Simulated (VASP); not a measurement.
Input of a VASP 6.6.1 run:

File INCAR:

```
SYSTEM = NiSb
PREC = Accurate
ENCUT = 600
EDIFF = 1E-6
ISMEAR = 0
SIGMA = 0.05
LREAL = .FALSE.
LASPH = .TRUE.
NELM = 100
ALGO = Normal
ISIF = 4
LWAVE = .FALSE.
LCHARG = .FALSE.
GGA = PE
IBRION = 2
NSW = 60
EDIFFG = -0.01
```

The input KPOINTS:

```
Automatic mesh
0
G
  12 12 8
  0 0 0
```

POSCAR

```
NiSb
1.0
    3.9280000000      0.0000000000      0.0000000000
   -1.9640000000      3.4017477861      0.0000000000
    0.0000000000      0.0000000000      5.1200000000
Ni Sb
2 2
Direct
    0.0000000000      0.0000000000      0.0000000000
    0.0000000000      0.0000000000      0.5000000000
    0.3333333333      0.6666666667      0.2500000000
    0.6666666667      0.3333333333      0.7500000000
```

Potentials or basis: VASP PAW PBE potentials, release 64 (Ni, Sb).

Run with:

```bash
$ cat potpaw_PBE.64/Ni/POTCAR potpaw_PBE.64/Sb/POTCAR > POTCAR
$ mpirun -np 1 vasp_std > vasp.out
```

Task: Predict the band gap on the k mesh.

Result: Zero (band 15 reaches 12.15 eV, above the bottom of band 16 at 8.77 eV).

The path:
```tsv
step	energy change (eV)	largest force (eV/Å)	pressure (GPa)	volume (Å³)
1	0.0000	0.0000	3.75	68.41
2	-0.0001	0.0000	3.57	68.41
```

Caveat: spin-orbit coupling is left out, which moves the levels of the heavy elements. Spin polarisation is off, so any magnetic state and its effect on volume and gap are missing.
